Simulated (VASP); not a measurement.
# CdS (Hawleyite) (F-43m) in VASP: further runs

CdS (Hawleyite) is run at these levels: PBE-based screened hybrid, HSE06; tasks: single point.

Program: VASP 6.6.1. These are calculated values, not measurements. Logs are shortened: lines on timing, memory, paths and dates and some standing lists are left out, and cuts for length are marked.

### Step 1. The cell of the first run

Symmetry: F-43m, No. 216, cubic system. Conventional cell: a = 5.878 Å, b = 5.878 Å, c = 5.878 Å, α = 90.00°, β = 90.00°, γ = 90.00°. Cd (site symmetry -43m) has 4 S at 2.55 Å within 3.4 Å. S (site symmetry -43m) has 4 Cd at 2.55 Å within 3.4 Å.

### Step 2. Single point, PBE-based screened hybrid

POSCAR reads:

```
CdS
1.0
    0.0000000000      2.9392138883      2.9392138883
    2.9392138883      0.0000000000      2.9392138883
    2.9392138883      2.9392138883      0.0000000000
Cd S
1 1
Direct
    0.0000000000      0.0000000000      0.0000000000
    0.2500000000      0.2500000000      0.2500000000
```

INCAR.step1 reads:

```
ALGO = Normal
EDIFF = 1E-5
ENCUT = 520
GGA = PE
ISIF = 2
ISMEAR = 0
LASPH = True
LREAL = False
LWAVE = True
NBANDS = 16
NELM = 60
PREC = Accurate
SIGMA = 0.01
```

INCAR.step2 reads:

```
AEXX = 0.2
ALGO = Normal
EDIFF = 1E-6
ENCUT = 520
GGA = PE
HFSCREEN = 0.5
ISIF = 2
ISMEAR = 0
ISTART = 1
LASPH = True
LCHARG = True
LELF = True
LHFCALC = True
LREAL = False
LVHAR = True
LWAVE = False
NBANDS = 16
NELM = 60
PREC = Accurate
PRECFOCK = Normal
SIGMA = 0.01
```

KPOINTS reads:

```
k-points
0
Gamma
  4 4 4
```

Potentials or basis: VASP PAW PBE potentials, release 64 (Cd, S).

Started as:

```console
cat potpaw_PBE.64/Cd/POTCAR potpaw_PBE.64/S/POTCAR > POTCAR
cp INCAR.step1 INCAR
mpirun -np 1 vasp_std > vasp.out
cp INCAR.step2 INCAR
mpirun -np 1 vasp_std > vasp.out
```

OUTCAR:

```text
AEXX = 0.2
   EDIFF = 1E-6
   ENCUT = 520
   GGA = PE
   HFSCREEN = 0.5
   ISIF = 2
   ISMEAR = 0
   ISTART = 1
   LASPH = True
   LHFCALC = True
   LREAL = False
   NELM = 60
   PREC = Accurate
   PRECFOCK = Normal

 ion  position               nearest neighbor table
   1  0.000  0.000  0.000-   2 2.55   2 2.55   2 2.55   2 2.55
   2  0.250  0.250  0.250-   1 2.55   1 2.55   1 2.55   1 2.55

  LATTYP: Found a face centered cubic cell.
 ALAT       =     5.8784277766

  Lattice vectors:

 A1 = (   0.0000000000,   2.9392138883,   2.9392138883)
 A2 = (   2.9392138883,   0.0000000000,   2.9392138883)
 A3 = (   2.9392138883,   2.9392138883,   0.0000000000)

Analysis of symmetry for initial positions (statically):
=====================================================================
 Subroutine PRICEL returns:
 Original cell was already a primitive cell.

 Routine SETGRP: Setting up the symmetry group for a
 face centered cubic supercell.

 Subroutine GETGRP returns: Found 24 space group operations
 (whereof 24 operations were pure point group operations)
 out of a pool of 48 trial point group operations.

The static configuration has the point symmetry T_d .

Analysis of symmetry for dynamics (positions and initial velocities):
=====================================================================
 Subroutine PRICEL returns:
 Original cell was already a primitive cell.

 Routine SETGRP: Setting up the symmetry group for a
 face centered cubic supercell.

 Subroutine GETGRP returns: Found 24 space group operations
 (whereof 24 operations were pure point group operations)
 out of a pool of 48 trial point group operations.

The dynamic configuration has the point symmetry T_d .

 Subroutine INISYM returns: Found 24 space group operations
 (whereof 24 operations are pure point group operations),
 and found     1 'primitive' translations

----------------------------------------------------------------------------------------

                                     Primitive cell

  volume of cell :      50.7836

  direct lattice vectors                    reciprocal lattice vectors
     0.000000000  2.939213888  2.939213888    -0.170113513  0.170113513  0.170113513
     2.939213888  0.000000000  2.939213888     0.170113513 -0.170113513  0.170113513
     2.939213888  2.939213888  0.000000000     0.170113513  0.170113513 -0.170113513
[... 73 lines left out ...]
   ISIF   =      2    stress and relaxation
   ISYM   =      3    0-nonsym 1-usesym 2-fastsym
   POTIM  = 0.5000    time-step for ionic-motion
   TEBEG  =    0.0;   TEEND  =   0.0 temperature during run
   PSTRESS=    0.0 pullay stress
   NELECT =      18.0000    total number of electrons
   NUPDOWN=      -1.0000    fix difference up-down
   EMIN   =  10.00;   EMAX   =-10.00  energy-range for DOS
   EFERMI =   0.00;   METHOD = LEGACY
   ISMEAR =     0;   SIGMA  =   0.01  broadening in eV -4-tet -1-fermi 0-gaus
   EFERMI_NEDOS =   21; number of points for ismear=-14 and -15
   IALGO  =     38    algorithm
   IMIX   =      1    mixing-type and parameters
     AMIX     =   0.40;   BMIX     =  1.00
     AMIX_MAG =   1.60;   BMIX_MAG =  1.00
  volume/ion in A,a.u.               =      25.39       171.35
  Fermi-wavevector in a.u.,A,eV,Ry     =   1.158576  2.189391 18.263073  1.342298
  Thomas-Fermi vector in A             =   2.295177
   LORBIT       =      0    0 simple, 1 ext, 2 COOP (PROOUT), +10 PAW based schemes
   GGA     = PE    functional components
   LHFCALC =     T    Hartree Fock is set to
   PRECFOCK=normal    Normal, Fast or Accurate (Low or Medium for compatibility)
   ENCUT4O =  -1.0   cutoff for four orbital integrals eV
   NKREDX  =     1    reduce k-point grid by
   NKREDY  =     1    reduce k-point grid by
   NKREDZ  =     1    reduce k-point grid by
   AEXX    =    0.2000 exact exchange contribution
   HFSCREEN=    0.5000 screening length (either q_TF or 0.3 A-1)
   HFSCREENC=   0.5000 screening length for correlation (either q_TF or 0.3 A-1)
   ENCUTFOCK=  -1.0 apply spherical cutoff to Coloumb kernel
   IVDW    =     0    specifies the selected vdW correction
   LEPSILON=     F    determine dielectric tensor
   LRPA    =     F    only Hartree local field effects (RPA)
 non-spin polarized calculation
 Gauss-broadening in eV      SIGMA  =   0.01
  energy-cutoff  :      520.00
  volume of cell :       50.78
 maximum number of plane-waves:      1384
 NGX is ok and might be reduce to    32
  NGX = 24; NGY = 24; NGZ = 24

 number of electron      18.0000005 magnetization

 Free energy of the ion-electron system (eV)
  ---------------------------------------------------
  ext. energy  EPLUGINS =         0.00000000
  ---------------------------------------------------
  free energy    TOTEN  =        -6.78958011 eV

  energy without entropy =       -6.78958011  energy(sigma->0) =       -6.78958011

 E-fermi :   0.9648     XC(G=0):  -8.1190

 val. band max:        0.8514108838   @ k =   0.0000   0.0000   0.0000
 cond. band min:       2.3649239724   @ k =   0.0000   0.0000   0.0000
 fundamental gap:      1.5135130886
 Fermi energy:         0.9647993254

 k-point     1 :       0.0000    0.0000    0.0000
  band No.  band energies     occupation
      1     -12.0626      2.00000
      2      -7.5269      2.00000
      3      -7.5269      2.00000
      4      -7.5269      2.00000
      5      -7.0849      2.00000
      6      -7.0849      2.00000
[... 129 lines left out ...]
      3      -7.2996      2.00000
      4      -7.1244      2.00000
      5      -7.0732      2.00000
      6      -6.4551      2.00000
[... 8 lines left out ...]
     15      14.5247      0.00000
     16      14.7505      0.00000

------------------------ aborting loop because EDIFF is reached ----------------------------------------

  FORCE on cell =-STRESS in cart. coord.  units (eV):
  Direction    XX          YY          ZZ          XY          YZ          ZX
  --------------------------------------------------------------------------------------
  -------------------------------------------------------------------------------------
  Total        0.4061136      0.4061136      0.4061136      0.0000000     -0.0000000      0.0000000
  in kB       12.8125200     12.8125200     12.8125200      0.0000000     -0.0000000      0.0000000
  external PRESSURE =      12.8125200 kB  Pullay stress =       0.0000000 kB

 VOLUME and BASIS-vectors are now :
 -----------------------------------------------------------------------------
  energy-cutoff  :      520.00
  volume of cell :       50.78
      direct lattice vectors                 reciprocal lattice vectors
     0.000000000  2.939213888  2.939213888    -0.170113513  0.170113513  0.170113513
     2.939213888  0.000000000  2.939213888     0.170113513 -0.170113513  0.170113513
     2.939213888  2.939213888  0.000000000     0.170113513  0.170113513 -0.170113513

 POSITION                                       TOTAL-FORCE (eV/Angst)
 -----------------------------------------------------------------------------------
      0.00000      0.00000      0.00000         0.000000      0.000000      0.000000
      1.46961      1.46961      1.46961        -0.000000     -0.000000     -0.000000
 -----------------------------------------------------------------------------------
    total drift:                                0.000141      0.000163      0.000101

  FREE ENERGIE OF THE ION-ELECTRON SYSTEM (eV)
  ---------------------------------------------------
  free  energy   TOTEN  =        -6.7895801102 eV

  energy  without entropy=       -6.7895801102  energy(sigma->0) =       -6.78958011
```

OUTCAR.step1:

```text
EDIFF = 1E-5
   ENCUT = 520
   GGA = PE
   ISIF = 2
   ISMEAR = 0
[... 355 lines left out ...]
 -----------------------------------------------------------------------------------
      0.00000      0.00000      0.00000        -0.000000     -0.000000     -0.000000
      1.46961      1.46961      1.46961         0.000000      0.000000      0.000000
 -----------------------------------------------------------------------------------
    total drift:                               -0.000000     -0.000000     -0.000000

  FREE ENERGIE OF THE ION-ELECTRON SYSTEM (eV)
  ---------------------------------------------------
  free  energy   TOTEN  =        -6.1070364958 eV

  energy  without entropy=       -6.1070364958  energy(sigma->0) =       -6.10703650
```

OSZICAR.step1:

```text
N       E                     dE             d eps       ncg     rms          rms(c)
DAV:   1     0.102815408868E+03    0.10282E+03   -0.89699E+03   256   0.102E+03
DAV:   2    -0.263596975812E+01   -0.10545E+03   -0.99432E+02   280   0.246E+02
DAV:   3    -0.664494805681E+01   -0.40090E+01   -0.39981E+01   344   0.508E+01
DAV:   4    -0.666948599822E+01   -0.24538E-01   -0.24535E-01   296   0.373E+00
DAV:   5    -0.666984426825E+01   -0.35827E-03   -0.35827E-03   344   0.425E-01    0.771E+00
DAV:   6    -0.612650031163E+01    0.54334E+00   -0.84896E-01   360   0.114E+01    0.628E+00
DAV:   7    -0.610633350764E+01    0.20167E-01   -0.20151E-01   304   0.306E+00    0.308E+00
DAV:   8    -0.610686320900E+01   -0.52970E-03   -0.18793E-02   288   0.171E+00    0.297E-01
DAV:   9    -0.610681483958E+01    0.48369E-04   -0.23258E-03   296   0.697E-01    0.609E-02
DAV:  10    -0.610694859154E+01   -0.13375E-03   -0.27121E-04   288   0.173E-01    0.719E-02
DAV:  11    -0.610704531163E+01   -0.96720E-04   -0.16295E-04   264   0.101E-01    0.255E-02
DAV:  12    -0.610703508340E+01    0.10228E-04   -0.29676E-05   336   0.707E-02    0.108E-02
DAV:  13    -0.610703649583E+01   -0.14124E-05   -0.45283E-06   200   0.126E-02
   1 F= -.61070365E+01 E0= -.61070365E+01  d E =-.554317E-55
```

Wall time 2.8 min (1 thread of AMD EPYC 9R45 (Zen 5), shared host); peak memory 0.25 GiB.

Results:

```
Free energy            : -6.7896 eV
Pressure               : 1.3 GPa
Band gap on the k mesh : 1.51 eV, direct
```

Caveat: the k points lie up to 0.46 Å⁻¹ apart; the PAW data sets were made with another functional, which shifts forces and pressure a little.

### Step 3. Single point, HSE06

POSCAR is that of step 2.

INCAR.step1 reads:

```
SYSTEM = CdS
  PREC = Accurate
  ENCUT = 520
  EDIFF = 1E-5
  ISMEAR = 0
  SIGMA = 0.01
  LREAL = .False.
  LASPH = .True.
  NELM = 80
  ALGO = Normal
  ISIF = 2
  LWAVE = .True.
  GGA = PE
  NBANDS = 16
```

INCAR.step2 reads:

```
SYSTEM = CdS
  PREC = Accurate
  ENCUT = 520
  EDIFF = 1E-6
  ISMEAR = 0
  SIGMA = 0.01
  LREAL = .False.
  LASPH = .True.
  NELM = 80
  ALGO = Normal
  ISIF = 2
  LWAVE = .False.
  LCHARG = .True.
  GGA = PE
  LHFCALC = .True.
  HFSCREEN = 0.2079
  PRECFOCK = Normal
  LELF = .True.
  LVHAR = .True.
  ISTART = 1
  NBANDS = 16
```

KPOINTS reads:

```
Automatic mesh
0
Gamma
  4 4 4
  0 0 0
```

Potentials or basis: VASP PAW PBE potentials, release 64 (Cd, S).

Started as:

```console
cat potpaw_PBE.64/Cd/POTCAR potpaw_PBE.64/S/POTCAR > POTCAR
cp INCAR.step1 INCAR
mpirun -np 1 vasp_std > vasp.out
cp INCAR.step2 INCAR
mpirun -np 1 vasp_std > vasp.out
```

Run time: 3.1 min. Hardware: 1 thread of AMD EPYC 9R45 (Zen 5), shared host; peak memory 0.25 GiB.

The run converged. Its results:

- Free energy: -7.5970 eV
- Pressure: 0.6 GPa
- Band gap on the k mesh: 2.12 eV, direct

Levels at points of the mesh, in eV from the valence-band top:
```csv
k point,band 7,band 8,band 9,band 10,band 11,band 12
"(0.00, 0.00, 0.00)",0.00,0.00,0.00,2.12,7.70,7.70
"(0.50, 0.00, 0.00)",-4.54,-0.77,-0.77,4.07,8.14,8.14
"(0.50, 0.50, 0.00)",-4.11,-1.93,-1.93,4.48,5.44,10.44
```

Caveat: the k points lie up to 0.46 Å⁻¹ apart; the PAW data sets were made with another functional, which shifts forces and pressure a little.

### Step 4. Single point, PBE-based screened hybrid

POSCAR is that of step 3.

INCAR.step1 reads:

```
ALGO = Normal ; EDIFF = 1E-5
ENCUT = 520 ; GGA = PE
ISIF = 2 ; ISMEAR = 0
LASPH = True ; LREAL = False
LWAVE = True ; NBANDS = 16
NELM = 60 ; PREC = Accurate
SIGMA = 0.01
```

INCAR.step2 reads:

```
AEXX = 0.1 ; ALGO = Normal
EDIFF = 1E-6 ; ENCUT = 520
GGA = PE ; HFSCREEN = 0.1
ISIF = 2 ; ISMEAR = 0
ISTART = 1 ; LASPH = True
LCHARG = True ; LELF = True
LHFCALC = True ; LREAL = False
LVHAR = True ; LWAVE = False
NBANDS = 16 ; NELM = 60
PREC = Accurate ; PRECFOCK = Normal
SIGMA = 0.01
```

KPOINTS reads:

```
k-points
0
Gamma
  4 4 4
```

Started as:

```console
cat potpaw_PBE.64/Cd/POTCAR potpaw_PBE.64/S/POTCAR > POTCAR
cp INCAR.step1 INCAR
mpirun -np 1 vasp_std > vasp.out
cp INCAR.step2 INCAR
mpirun -np 1 vasp_std > vasp.out
```

Wall time 2.6 min (1 thread of AMD EPYC 9R45 (Zen 5), shared host); peak memory 0.25 GiB.

The run converged. Its results:

```yaml
Free_energy: -6.8078 eV
Pressure: 1.2 GPa
Band_gap_on_the_k_mesh: 1.62 eV, direct
```

Levels at points of the mesh, in eV from the valence-band top:
| k point | band 6 | band 7 | band 8 | band 9 | band 10 | band 11 | band 12 | band 13 |
| --- | --- | --- | --- | --- | --- | --- | --- | --- |
| (0.00, 0.00, 0.00) | -7.68 | 0.00 | 0.00 | 0.00 | 1.62 | 7.14 | 7.14 | 7.14 |
| (0.50, 0.00, 0.00) | -7.31 | -4.40 | -0.74 | -0.74 | 3.54 | 7.59 | 7.59 | 8.03 |
| (0.50, 0.50, 0.00) | -7.24 | -3.98 | -1.86 | -1.86 | 4.07 | 4.90 | 9.80 | 11.38 |

Caveat: the k points lie up to 0.46 Å⁻¹ apart; the PAW data sets were made with another functional, which shifts forces and pressure a little.

### Step 5. Summary

| level | share of exact exchange | screening parameter | gap on the mesh (eV) | pressure (GPa) |
| --- | --- | --- | --- | --- |
| PBE-based screened hybrid | 0.2 | 0.5 1/Å | 1.51 | 1.3 |
| HSE06 | - | 0.2079 1/Å | 2.12 | 0.6 |
| PBE-based screened hybrid | 0.1 | 0.1 1/Å | 1.62 | 1.2 |

Alike in all rows: task single point; potentials or basis VASP PAW PBE potentials, release 64 (Cd, S); no spin polarisation; cell as given; k mesh 4 × 4 × 4; cutoff (eV) 520; smearing gaussian 0.01 eV.

Caveats: all runs use coarse meshes; the PAW data sets were made with another functional, which shifts forces and pressure a little.

Absolute energies hang on the potentials; compare differences alone.
